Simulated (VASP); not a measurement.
# Cl (Fm-3m) in VASP: single point with LDA

Aim: the single point of Cl with LDA.

Everything below comes from runs of VASP 6.6.1. Logs are shortened: lines on timing, memory, paths and dates and some standing lists are left out, and cuts for length are marked.

### Step 1. The cell of the first run

It takes space group Fm-3m (No. 225, cubic). The conventional cell has a = 6.548 Å, b = 6.548 Å, c = 6.548 Å, α = 90.00°, β = 90.00°, γ = 90.00°.

### Step 2. Single point, LDA

Input file INCAR:

```
SYSTEM = Cl
PREC     = Accurate       ! precision mode
ENCUT    = 500            ! plane-wave cutoff, eV
EDIFF    = 1E-6           ! SCF threshold, eV
ISMEAR   = -1             ! smearing method
SIGMA    = 0.1            ! smearing width, eV
LREAL    = .False.        ! projectors in reciprocal space
LASPH    = .True.         ! aspherical terms in the spheres
NELM     = 120            ! most SCF steps
ALGO     = Normal         ! electronic algorithm
ISIF     = 2              ! what is computed and relaxed
LWAVE    = .False.        ! write WAVECAR
LCHARG   = .False.        ! write CHGCAR
GGA      = CA             ! functional
NBANDS   = 10             ! bands
GGA_COMPAT= .False.
```

Input file KPOINTS:

```
Automatic mesh
0
Gamma
  5 5 5
  0 0 0
```

Input file POSCAR:

```
Cl
1.0
    0.0000000000      3.2740000000      3.2740000000
    3.2740000000      0.0000000000      3.2740000000
    3.2740000000      3.2740000000      0.0000000000
Cl
1
Direct
    0.5000000000      0.5000000000      0.5000000000
```

Potentials or basis: VASP PAW LDA potentials, release 64 (Cl).

Command:

```
cat potpaw_LDA.64/Cl/POTCAR > POTCAR
mpirun -np 1 vasp_std > vasp.out
```

OUTCAR:

```text
SYSTEM = Cl
   PREC = Accurate
   ENCUT = 500
   EDIFF = 1E-6
   ISMEAR = -1
   LREAL = .False.
   LASPH = .True.
   NELM = 120
   ISIF = 2
   GGA = CA

 ion  position               nearest neighbor table
   1  0.500  0.500  0.500-

  LATTYP: Found a face centered cubic cell.
 ALAT       =     6.5480000000

  Lattice vectors:

 A1 = (   0.0000000000,   3.2740000000,   3.2740000000)
 A2 = (   3.2740000000,   0.0000000000,   3.2740000000)
 A3 = (   3.2740000000,   3.2740000000,   0.0000000000)

Analysis of symmetry for initial positions (statically):
=====================================================================
 Subroutine PRICEL returns:
 Original cell was already a primitive cell.

 Routine SETGRP: Setting up the symmetry group for a
 face centered cubic supercell.

 Subroutine GETGRP returns: Found 48 space group operations
 (whereof 48 operations were pure point group operations)
 out of a pool of 48 trial point group operations.

The static configuration has the point symmetry O_h .

Analysis of symmetry for dynamics (positions and initial velocities):
=====================================================================
 Subroutine PRICEL returns:
 Original cell was already a primitive cell.

 Routine SETGRP: Setting up the symmetry group for a
 face centered cubic supercell.

 Subroutine GETGRP returns: Found 48 space group operations
 (whereof 48 operations were pure point group operations)
 out of a pool of 48 trial point group operations.

The dynamic configuration has the point symmetry O_h .

 Subroutine INISYM returns: Found 48 space group operations
 (whereof 48 operations are pure point group operations),
 and found     1 'primitive' translations

----------------------------------------------------------------------------------------

                                     Primitive cell

  volume of cell :      70.1885

  direct lattice vectors                    reciprocal lattice vectors
     0.000000000  3.274000000  3.274000000    -0.152718387  0.152718387  0.152718387
     3.274000000  0.000000000  3.274000000     0.152718387 -0.152718387  0.152718387
     3.274000000  3.274000000  0.000000000     0.152718387  0.152718387 -0.152718387

  length of vectors
     4.630135203  4.630135203  4.630135203     0.264516006  0.264516006  0.264516006

[... 64 lines left out ...]
   LREAL  =      F    real-space projection
   EDIFFG = 0.1E-04   stopping-criterion for IOM
   NSW    =      0    number of steps for IOM
   IBRION =     -1    ionic relax: 0-MD 1-quasi-New 2-CG
   NFREE  =      0    steps in history (QN), initial steepest desc. (CG)
   ISIF   =      2    stress and relaxation
   ISYM   =      2    0-nonsym 1-usesym 2-fastsym
   POTIM  = 0.5000    time-step for ionic-motion
   TEBEG  =    0.0;   TEEND  =   0.0 temperature during run
   PSTRESS=    0.0 pullay stress
   NELECT =       7.0000    total number of electrons
   NUPDOWN=      -1.0000    fix difference up-down
   EMIN   =  10.00;   EMAX   =-10.00  energy-range for DOS
   EFERMI =   0.00;   METHOD = LEGACY
   ISMEAR =    -1;   SIGMA  =   0.10  broadening in eV -4-tet -1-fermi 0-gaus
   EFERMI_NEDOS =   21; number of points for ismear=-14 and -15
   IALGO  =     38    algorithm
   IMIX   =      4    mixing-type and parameters
     AMIX     =   0.40;   BMIX     =  1.00
     AMIX_MAG =   1.60;   BMIX_MAG =  1.00
  volume/ion in A,a.u.               =      70.19       473.66
  Fermi-wavevector in a.u.,A,eV,Ry     =   0.759193  1.434667  7.842044  0.576374
  Thomas-Fermi vector in A             =   1.857933
   LORBIT       =      0    0 simple, 1 ext, 2 COOP (PROOUT), +10 PAW based schemes
   GGA     = CA    functional components
   LHFCALC =     F    Hartree Fock is set to
   AEXX    =    0.0000 exact exchange contribution
   IVDW    =     0    specifies the selected vdW correction
   LEPSILON=     F    determine dielectric tensor
   LRPA    =     F    only Hartree local field effects (RPA)
 non-spin polarized calculation
  energy-cutoff  :      500.00
  volume of cell :       70.19
 maximum number of plane-waves:      1807
 NGX is ok and might be reduce to    36
   NGX = 17   NGY = 17   NGZ = 17

 number of electron       7.0000001 magnetization

 Free energy of the ion-electron system (eV)
  ---------------------------------------------------
  ext. energy  EPLUGINS =         0.00000000
  ---------------------------------------------------
  free energy    TOTEN  =        -0.37837338 eV

  energy without entropy =       -0.14947993  energy(sigma->0) =       -0.26392666

 E-fermi :  -5.8823     XC(G=0):  -5.2363

 val. band max:       -5.8873305889   @ k =   0.0000   0.0000   0.0000
 cond. band min:       0.6989579656   @ k =   0.0000   0.0000   0.0000
 fundamental gap:      6.5862885545
 Fermi energy:        -5.8822865843

 k-point     1 :       0.0000    0.0000    0.0000
  band No.  band energies     occupation
      1     -18.1132      2.00000
      2      -5.8873      1.02521
      3      -5.8873      1.02521
      4      -5.8873      1.02521
      5       0.6990      0.00000
      6       6.7358      0.00000
      7       6.7358      0.00000
      8       6.7358      0.00000
      9       8.4876      0.00000
     10       8.4876      0.00000
[... 105 lines left out ...]
 k-point    10 :      -0.4000    0.4000    0.2000
  band No.  band energies     occupation
      1     -18.0554      2.00000
      2      -6.2639      1.95692
      3      -6.1412      1.86037
      4      -6.0294      1.62661
      5       3.5996      0.00000
      6       4.7176      0.00000
      7       4.7328      0.00000
      8       6.6578      0.00000
      9       8.6356      0.00000
     10       9.1314      0.00000

------------------------ aborting loop because EDIFF is reached ----------------------------------------

  FORCE on cell =-STRESS in cart. coord.  units (eV):
  Direction    XX          YY          ZZ          XY          YZ          ZX
  --------------------------------------------------------------------------------------
  -------------------------------------------------------------------------------------
  Total       -0.3858547     -0.3858547     -0.3858547     -0.0000000     -0.0000000      0.0000000
  in kB       -8.8078193     -8.8078193     -8.8078193     -0.0000000     -0.0000000      0.0000000
  external PRESSURE =      -8.8078193 kB  Pullay stress =       0.0000000 kB

 VOLUME and BASIS-vectors are now :
 -----------------------------------------------------------------------------
  energy-cutoff  :      500.00
  volume of cell :       70.19
      direct lattice vectors                 reciprocal lattice vectors
     0.000000000  3.274000000  3.274000000    -0.152718387  0.152718387  0.152718387
     3.274000000  0.000000000  3.274000000     0.152718387 -0.152718387  0.152718387
     3.274000000  3.274000000  0.000000000     0.152718387  0.152718387 -0.152718387

 POSITION                                       TOTAL-FORCE (eV/Angst)
 -----------------------------------------------------------------------------------
      3.27400      3.27400      3.27400        -0.000000     -0.000000     -0.000000
 -----------------------------------------------------------------------------------
    total drift:                                0.000000      0.000000      0.000000

  FREE ENERGIE OF THE ION-ELECTRON SYSTEM (eV)
  ---------------------------------------------------
  free  energy   TOTEN  =        -0.3783733806 eV

  energy  without entropy=       -0.1494799317  energy(sigma->0) =       -0.26392666
```

stdout:

```text
POSCAR found type information on POSCAR Cl
 POSCAR found :  1 types and       1 ions
 scaLAPACK will be used
 LDA part: xc-table for (Slater(with rela. corr.)+CA(PZ))
 , standard interpolation
 POSCAR, INCAR and KPOINTS ok, starting setup
 FFT: planning ... GRIDC
 FFT: planning ... GRID_SOFT
 FFT: planning ... GRID
 WAVECAR not read
 entering main loop
```

Run time: 7.7 s. Hardware: 1 thread of Intel Xeon 8259CL, shared host; peak memory 0.15 GiB.

Results:

| Property | Result |
| --- | --- |
| Free energy | -0.3784 eV |
| Pressure | -0.9 GPa |

Levels at points of the mesh, in eV from the Fermi level:
| k point | band 1 | band 2 | band 3 | band 4 | band 5 | band 6 | band 7 | band 8 |
| --- | --- | --- | --- | --- | --- | --- | --- | --- |
| (0.00, 0.00, 0.00) | -12.23 | -0.01 | -0.01 | -0.01 | 6.58 | 12.62 | 12.62 | 12.62 |

Caveat: an odd number of electrons without spin polarisation forces a metal; a magnetic or distorted state may lie lower.
